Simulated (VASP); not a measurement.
A run of VASP 6.6.1:

Contents of INCAR:

```
SYSTEM = Si
PREC     = Accurate       ! precision mode
ENCUT    = 600            ! plane-wave cutoff, eV
EDIFF    = 1E-7           ! SCF threshold, eV
ISMEAR   = -1             ! smearing method
SIGMA    = 0.05           ! smearing width, eV
LREAL    = .False.        ! projectors in reciprocal space
LASPH    = .True.         ! aspherical terms in the spheres
NELM     = 80             ! most SCF steps
ALGO     = Normal         ! electronic algorithm
ISIF     = 3              ! what is computed and relaxed
LWAVE    = .False.        ! write WAVECAR
LCHARG   = .False.        ! write CHGCAR
GGA      = PS             ! functional
IBRION   = 2              ! ionic algorithm
NSW      = 60             ! ionic steps
EDIFFG   = -0.01          ! ionic threshold
```

Contents of KPOINTS:

```
regular mesh
0
Gamma
  11 11 11
  0 0 0
```

POSCAR

```
Si
1.0
   -2.3713723045      2.3713723045      1.3292653899
    2.3713723045     -2.3713723045      1.3292653899
    2.3713723045      2.3713723045     -1.3292653899
Si
2
Direct
    0.5000000000      0.5000000000      0.0000000000
    0.2500000000      0.7500000000      0.5000000000
```

Potentials or basis: VASP PAW PBE potentials, release 64 (Si).

Command:

```console
$ cat potpaw_PBE.64/Si/POTCAR > POTCAR
$ mpirun -np 1 vasp_std > vasp.out
```

Hardware: 1 thread of Intel Xeon 8259CL, with other jobs on the host.

Question: How long does it take, and how much memory?

Answer: Wall time 6.3 min on 1 thread of Intel Xeon 8259CL, on a shared host, peak memory 0.18 GiB. Counts: scf iterations 68, k points 126, ion steps 11.
